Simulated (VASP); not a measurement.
# SbSe2 (F-43m) in VASP: notebook

Runs on SbSe2. Level: PBE. Tasks: relaxation of cell and atoms, single point.

Program: VASP 6.6.1. These are calculated values, not measurements. Logs are shortened: lines on timing, memory, paths and dates and some standing lists are left out, and cuts for length are marked.

## 1. The cell of the first run

Symmetry: F-43m, No. 216, cubic system. Conventional cell: a = 7.285 Å, b = 7.285 Å, c = 7.285 Å, α = 90.00°, β = 90.00°, γ = 90.00°. Within 4.2 Å of Sb (site symmetry -43m) lie 10 Se at 3.15 to 3.64 Å. Within 4.2 Å of Se (site symmetry -43m) lie 4 Se at 3.15 Å and 6 Sb at 3.64 Å. Within 4.2 Å of Se (site symmetry -43m) lie 4 Sb at 3.15 Å and 4 Se at 3.15 Å.

## 2. Relaxation of cell and atoms, PBE

INCAR reads:

```
SYSTEM = SbSe2
  ALGO = Normal
  EDIFF = 1E-6
  EDIFFG = -0.04
  ENCUT = 600
  GGA = PE
  IBRION = 2
  ISIF = 3
  ISMEAR = 0
  LASPH = .True.
  LCHARG = .False.
  LREAL = .False.
  LWAVE = .False.
  NELM = 100
  NSW = 90
  PREC = Accurate
  SIGMA = 0.1
```

KPOINTS reads:

```
k-points
0
Gamma
  4 4 4
  0 0 0
```

POSCAR reads:

```
SbSe2
1.0
    0.0000000000      3.6425272200      3.6425272200
    3.6425272200      0.0000000000      3.6425272200
    3.6425272200      3.6425272200      0.0000000000
Sb Se
1 2
Direct
    0.5000000000      0.5000000000      0.5000000000
    0.0000000000      0.0000000000      0.0000000000
    0.7500000000      0.7500000000      0.7500000000
```

Potentials or basis: VASP PAW PBE potentials, release 64 (Sb, Se).

Command:

```console
$ cat potpaw_PBE.64/Sb/POTCAR potpaw_PBE.64/Se/POTCAR > POTCAR
$ mpirun -np 1 vasp_std > vasp.out
```

OUTCAR:

```text
SYSTEM = SbSe2
   EDIFF = 1E-6
   EDIFFG = -0.04
   ENCUT = 600
   GGA = PE
   IBRION = 2
   ISIF = 3
   ISMEAR = 0
   LASPH = .True.
   LREAL = .False.
   NELM = 100
   NSW = 90
   PREC = Accurate

 ion  position               nearest neighbor table
   1  0.500  0.500  0.500-   3 3.15   3 3.15   3 3.15   3 3.15
   2  0.000  0.000  0.000-
   3  0.750  0.750  0.750-   1 3.15   1 3.15   1 3.15   1 3.15

  LATTYP: Found a face centered cubic cell.
 ALAT       =     7.2850544400

  Lattice vectors:

 A1 = (   0.0000000000,   3.6425272200,   3.6425272200)
 A2 = (   3.6425272200,   0.0000000000,   3.6425272200)
 A3 = (   3.6425272200,   3.6425272200,   0.0000000000)

Analysis of symmetry for initial positions (statically):
=====================================================================
 Subroutine PRICEL returns:
 Original cell was already a primitive cell.

 Routine SETGRP: Setting up the symmetry group for a
 face centered cubic supercell.

 Subroutine GETGRP returns: Found 24 space group operations
 (whereof 24 operations were pure point group operations)
 out of a pool of 48 trial point group operations.

The static configuration has the point symmetry T_d .

Analysis of symmetry for dynamics (positions and initial velocities):
=====================================================================
 Subroutine PRICEL returns:
 Original cell was already a primitive cell.

 Routine SETGRP: Setting up the symmetry group for a
 face centered cubic supercell.

 Subroutine GETGRP returns: Found 24 space group operations
 (whereof 24 operations were pure point group operations)
 out of a pool of 48 trial point group operations.

The dynamic configuration has the point symmetry T_d .

 Subroutine INISYM returns: Found 24 space group operations
 (whereof 24 operations are pure point group operations),
 and found     1 'primitive' translations

----------------------------------------------------------------------------------------

                                     Primitive cell

  volume of cell :      96.6581

  direct lattice vectors                    reciprocal lattice vectors
[... 136 lines left out ...]
  energy-cutoff  :      600.00
  volume of cell :       96.66
      direct lattice vectors                 reciprocal lattice vectors
     0.000000000  3.642527220  3.642527220    -0.137267334  0.137267334  0.137267334
     3.642527220  0.000000000  3.642527220     0.137267334 -0.137267334  0.137267334
     3.642527220  3.642527220  0.000000000     0.137267334  0.137267334 -0.137267334

 POSITION                                       TOTAL-FORCE (eV/Angst)
 -----------------------------------------------------------------------------------
      3.64253      3.64253      3.64253         0.000000     -0.000000     -0.000000
      0.00000      0.00000      0.00000        -0.000000      0.000000      0.000000
      5.46379      5.46379      5.46379        -0.000000     -0.000000      0.000000
 -----------------------------------------------------------------------------------
    total drift:                                0.000000      0.000000      0.000000

  FREE ENERGIE OF THE ION-ELECTRON SYSTEM (eV)
  ---------------------------------------------------
  free  energy   TOTEN  =        -9.5388793074 eV

  energy  without entropy=       -9.5049464952  energy(sigma->0) =       -9.52191290

--------------------------------------- Ionic step        2  -------------------------------------------

 number of electron      17.0000000 magnetization

 Free energy of the ion-electron system (eV)
  ---------------------------------------------------
  ext. energy  EPLUGINS =         0.00000000
  ---------------------------------------------------
  free energy    TOTEN  =        -9.91973965 eV

  energy without entropy =       -9.89169102  energy(sigma->0) =       -9.90571534

 E-fermi :   5.1781     XC(G=0):  -9.4600

 val. band max:        5.0653300252   @ k =  -0.2500   0.5000   0.2500
 cond. band min:       5.2083950358   @ k =   0.5000   0.2500   0.0000
 fundamental gap:      0.1430650106
 Fermi energy:         5.1780646822

 k-point     1 :       0.0000    0.0000    0.0000
  band No.  band energies     occupation
      1     -10.0199      2.00000
      2      -6.0579      2.00000
      3      -2.6741      2.00000
      4       1.4554      2.00000
      5       1.4554      2.00000
      6       1.4554      2.00000
      7       2.2700      2.00000
      8       2.2700      2.00000
      9       2.2700      2.00000
     10       6.6490      0.00000
     11       6.6490      0.00000
     12       6.6490      0.00000
[... 91 lines left out ...]
 k-point     8 :      -0.2500    0.5000    0.2500
  band No.  band energies     occupation
      1      -8.5563      2.00000
      2      -7.6381      2.00000
      3      -4.6508      2.00000
      4      -0.8011      2.00000
      5       1.3039      2.00000
      6       1.7518      2.00000
      7       2.6356      2.00000
      8       5.0653      1.88913
      9       6.0241      0.00000
     10       6.5083      0.00000
     11       6.9396      0.00000
     12       7.2530      0.00000

------------------------ aborting loop because EDIFF is reached ----------------------------------------

  FORCE on cell =-STRESS in cart. coord.  units (eV):
  Direction    XX          YY          ZZ          XY          YZ          ZX
  --------------------------------------------------------------------------------------
  -------------------------------------------------------------------------------------
  Total        0.0548375      0.0548375      0.0548375     -0.0000000      0.0000000      0.0000000
  in kB        1.0979890      1.0979890      1.0979890     -0.0000000      0.0000000      0.0000000
  external PRESSURE =       1.0979890 kB  Pullay stress =       0.0000000 kB

 VOLUME and BASIS-vectors are now :
 -----------------------------------------------------------------------------
  energy-cutoff  :      600.00
  volume of cell :       80.02
      direct lattice vectors                 reciprocal lattice vectors
    -0.000000000  3.420214723  3.420214723    -0.146189652  0.146189652  0.146189652
     3.420214723 -0.000000000  3.420214723     0.146189652 -0.146189652  0.146189652
     3.420214723  3.420214723 -0.000000000     0.146189652  0.146189652 -0.146189652

 POSITION                                       TOTAL-FORCE (eV/Angst)
 -----------------------------------------------------------------------------------
      3.42021      3.42021      3.42021        -0.000000     -0.000000      0.000000
      3.42021     -0.00000      3.42021        -0.000000     -0.000000     -0.000000
      5.13032      5.13032      5.13032         0.000000      0.000000      0.000000
 -----------------------------------------------------------------------------------
    total drift:                                0.000000      0.000000      0.000000

  FREE ENERGIE OF THE ION-ELECTRON SYSTEM (eV)
  ---------------------------------------------------
  free  energy   TOTEN  =        -9.9197396518 eV

  energy  without entropy=       -9.8916910235  energy(sigma->0) =       -9.90571534

 reached required accuracy - stopping structural energy minimisation
```

OSZICAR:

```text
N       E                     dE             d eps       ncg     rms          rms(c)
DAV:   1     0.870642883077E+02    0.87064E+02   -0.65098E+03   192   0.125E+03
DAV:   2    -0.207068122482E+01   -0.89135E+02   -0.84955E+02   276   0.184E+02
DAV:   3    -0.983757876148E+01   -0.77669E+01   -0.75369E+01   220   0.580E+01
[... 17 lines left out ...]
DAV:   5    -0.991952199857E+01    0.16518E-02   -0.68059E-03   220   0.556E-01    0.445E-01
DAV:   6    -0.991971968350E+01   -0.19768E-03   -0.62856E-04   192   0.198E-01    0.472E-02
DAV:   7    -0.991973237996E+01   -0.12696E-04   -0.44767E-05   228   0.448E-02    0.132E-02
DAV:   8    -0.991973886108E+01   -0.64811E-05   -0.16522E-05   192   0.260E-02    0.636E-03
DAV:   9    -0.991973965181E+01   -0.79073E-06   -0.46321E-07   132   0.494E-03
   2 F= -.99197397E+01 E0= -.99057153E+01  d E =-.380860E+00
```

Wall time 16 s (1 thread of Intel Xeon 6975P-C (Granite Rapids), shared host); peak memory 0.25 GiB.

Results:

```
Free energy                            : -9.9197 eV
Relaxed volume                         : 26.67 Å³/atom
Relaxed cell                           : a = 4.837 Å, b = 4.837 Å, c = 4.837 Å, α = 60.00°, β = 60.00°, γ = 60.00°
Space group after relaxing (to 0.05 Å) : F-43m (No. 216)
Energy gained by relaxing              : 127.0 meV/atom
Ionic steps                            : 2
Pressure after relaxing                : 0.1 GPa
```

Step by step:
```tsv
step	energy change (eV)	largest force (eV/Å)	pressure (GPa)	volume (Å³)
1	0.0000	0.0000	-6.29	96.66
2	-0.3809	0.0000	0.11	80.02
```

Final structure:
```yaml
crystal:
  lattice:
    - [0.00000, 3.42021, 3.42021]
    - [3.42021, 0.00000, 3.42021]
    - [3.42021, 3.42021, 0.00000]
  atoms:
    - { symbol: Sb, position: [0.50000, 0.50000, 0.50000] }
    - { symbol: Se, position: [0.00000, 0.00000, 0.00000] }
    - { symbol: Se, position: [0.75000, 0.75000, 0.75000] }
```

Caveat: the k points lie up to 0.40 Å⁻¹ apart in the final cell; the volume moved by over 15 % at a fixed basis, so the end points are rough; spin-orbit coupling is left out, which moves the levels of the heavy elements.

## 3. Single point, PBE

This run uses another cell than the first one, of 27.04 Å³/atom, 0.839 times its volume.

INCAR reads:

```
SYSTEM = SbSe2
ALGO     = Normal         ! electronic algorithm
EDIFF    = 1E-7           ! SCF threshold, eV
ENCUT    = 520            ! plane-wave cutoff, eV
GGA      = PE             ! functional
ISIF     = 2              ! what is computed and relaxed
ISMEAR   = 0              ! smearing method
LASPH    = .True.         ! aspherical terms in the spheres
LCHARG   = .True.         ! write CHGCAR
LELF     = .True.         ! ELF
LREAL    = .False.        ! projectors in reciprocal space
LVHAR    = .True.       
LWAVE    = .False.        ! write WAVECAR
NBANDS   = 16             ! bands
NELM     = 60             ! most SCF steps
PREC     = Accurate       ! precision mode
SIGMA    = 0.1            ! smearing width, eV
```

KPOINTS reads:

```
k-points
0
Gamma
  12 12 12
  0 0 0
```

POSCAR reads:

```
SbSe2
1.0
    0.0000000000      3.4358596128      3.4358596128
    3.4358596128      0.0000000000      3.4358596128
    3.4358596128      3.4358596128      0.0000000000
Sb Se
1 2
Direct
    0.5000000000      0.5000000000      0.5000000000
    0.0000000000      0.0000000000      0.0000000000
    0.2500000000      0.2500000000      0.2500000000
```

Potentials or basis: VASP PAW PBE potentials, release 64 (Sb, Se).

Command:

```console
$ cat potpaw_PBE.64/Sb/POTCAR potpaw_PBE.64/Se/POTCAR > POTCAR
$ mpirun -np 1 vasp_std > vasp.out
```

Run time: 34 s. Hardware: 1 thread of Intel Xeon 6975P-C (Granite Rapids), shared host; peak memory 0.26 GiB.

The run converged. Its results:

- Free energy: -9.9187 eV
- Pressure: -0.1 GPa

Levels at points of the mesh, in eV from the Fermi level:
| k point | band 7 | band 8 | band 9 | band 10 | band 11 | band 12 |
| --- | --- | --- | --- | --- | --- | --- |
| (0.00, 0.00, 0.00) | -2.76 | -2.76 | -2.76 | 1.55 | 1.55 | 1.55 |
| (0.50, 0.00, 0.00) | -1.93 | -1.93 | -0.42 | 1.66 | 1.72 | 1.72 |
| (0.50, 0.50, 0.00) | -0.93 | 0.43 | 0.43 | 1.94 | 2.20 | 2.20 |

Caveat: spin-orbit coupling is left out, which moves the levels of the heavy elements.

## 4. Relaxation of cell and atoms, PBE

This run uses another cell than the first one, of 26.80 Å³/atom, 0.832 times its volume.

INCAR reads:

```
ALGO = Normal ; EDIFF = 1E-7
EDIFFG = -0.01 ; ENCUT = 600
GGA = PE ; IBRION = 2
ISIF = 3 ; ISMEAR = 0
LASPH = T ; LCHARG = F
LREAL = F ; LWAVE = F
NELM = 60 ; NSW = 100
PREC = Accurate ; SIGMA = 0.1
```

KPOINTS reads:

```
k-points
0
Gamma
  12 12 12
```

POSCAR reads:

```
SbSe2
1.0
    0.0000000000      3.4256717572      3.4256717572
    3.4256717572      0.0000000000      3.4256717572
    3.4256717572      3.4256717572      0.0000000000
Sb Se
1 2
Direct
    0.5000000000      0.5000000000      0.5000000000
    0.0000000000      0.0000000000      0.0000000000
    0.2500000000      0.2500000000      0.2500000000
```

Command:

```console
$ cat potpaw_PBE.64/Sb/POTCAR potpaw_PBE.64/Se/POTCAR > POTCAR
$ mpirun -np 1 vasp_std > vasp.out
```

Run time: 5.6 min. Hardware: 1 thread of AMD EPYC 7R13, shared host; peak memory 0.27 GiB.

The run converged. Its results:

| Item | Value |
| --- | --- |
| Free energy | -9.9187 eV |
| Relaxed volume | 27.00 Å³/atom |
| Relaxed cell | a = 4.856 Å, b = 4.856 Å, c = 4.856 Å, α = 60.00°, β = 60.00°, γ = 60.00° |
| Space group after relaxing (to 0.05 Å) | F-43m (No. 216) |
| Energy gained by relaxing | 0.2 meV/atom |
| Ionic steps | 3 |
| Pressure after relaxing | 0.0 GPa |

Step by step:
| step | energy change (eV) | largest force (eV/Å) | pressure (GPa) | volume (Å³) |
| --- | --- | --- | --- | --- |
| 1 | 0.0000 | 0.0000 | 0.39 | 80.40 |
| 2 | -0.0006 | 0.0000 | -0.11 | 81.16 |
| 3 | -0.0007 | 0.0000 | 0.00 | 80.99 |

Final structure:
```
CELL_PARAMETERS angstrom
0.00000 3.43398 3.43398
3.43398 0.00000 3.43398
3.43398 3.43398 0.00000
ATOMIC_POSITIONS crystal
Sb 0.50000 0.50000 0.50000
Se 0.00000 0.00000 0.00000
Se 0.25000 0.25000 0.25000
```

Levels at points of the mesh, in eV from the Fermi level:
| k point | band 7 | band 8 | band 9 | band 10 | band 11 | band 12 |
| --- | --- | --- | --- | --- | --- | --- |
| (0.00, 0.00, 0.00) | -2.77 | -2.77 | -2.77 | 1.55 | 1.55 | 1.55 |
| (0.50, 0.00, 0.00) | -1.93 | -1.93 | -0.42 | 1.66 | 1.73 | 1.73 |
| (0.50, 0.50, 0.00) | -0.93 | 0.43 | 0.43 | 1.95 | 2.20 | 2.20 |

Caveat: spin-orbit coupling is left out, which moves the levels of the heavy elements.

## 5. The runs side by side

```tsv
task	cell	k mesh	cutoff (eV)	gap on the mesh (eV)	pressure (GPa)	relaxed volume (Å³/atom)
relaxation of cell and atoms	relaxed from a = 5.151 Å, angles 60.0°, 3 atoms	4 × 4 × 4	600	none	0.1	26.67
single point	a = 4.859 Å, angles 60.0°, 3 atoms	12 × 12 × 12	520	none	-0.1	-
relaxation of cell and atoms	relaxed from a = 4.845 Å, angles 60.0°, 3 atoms	12 × 12 × 12	600	none	0.0	27.00
```

Alike in all rows: level PBE; potentials or basis VASP PAW PBE potentials, release 64 (Sb, Se); no spin polarisation; smearing gaussian 0.1 eV.

Caveats: some runs use coarse meshes; spin-orbit coupling is left out, which moves the levels of the heavy elements; the volume moved by over 15 % at a fixed basis, so the end points are rough (some runs).

Absolute energies hang on the potentials; compare differences alone.
